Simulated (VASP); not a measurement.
Runs of VASP 6.6.1 on ScAl3. The structure is that of space group I4/mmm (No. 139), or close to it. The cells are those of the table. 

```tsv
cell	gap on the mesh (eV)	pressure (GPa)
a = 5.352 Å, angles 135.0, 135.0, 65.5°, 4 atoms	none	-7.9
a = 5.397 Å, angles 135.0, 135.0, 65.5°, 4 atoms	none	-9.3
a = 5.260 Å, angles 135.0, 135.0, 65.5°, 4 atoms	none	(a)
a = 5.116 Å, angles 135.0, 135.0, 65.5°, 4 atoms	none	(b)
a = 5.306 Å, angles 135.0, 135.0, 65.5°, 4 atoms	none	-6.4
a = 5.165 Å, angles 135.0, 135.0, 65.5°, 4 atoms	none	-0.1
a = 5.213 Å, angles 135.0, 135.0, 65.5°, 4 atoms	none	-2.5
```

Alike in all rows: task single point; level LDA; potentials or basis VASP PAW LDA potentials, release 64 (Sc_sv, Al); no spin polarisation; k mesh 8 × 8 × 8; cutoff (eV) 520; smearing gaussian 0.05 eV.

**Question.** Fill in the values left out.

**Answer.** (a) -4.6; (b) 2.7.

Caveats: the cell stands under tension (at least some runs).

A gap of «none» marks levels without a gap at the run's occupations.
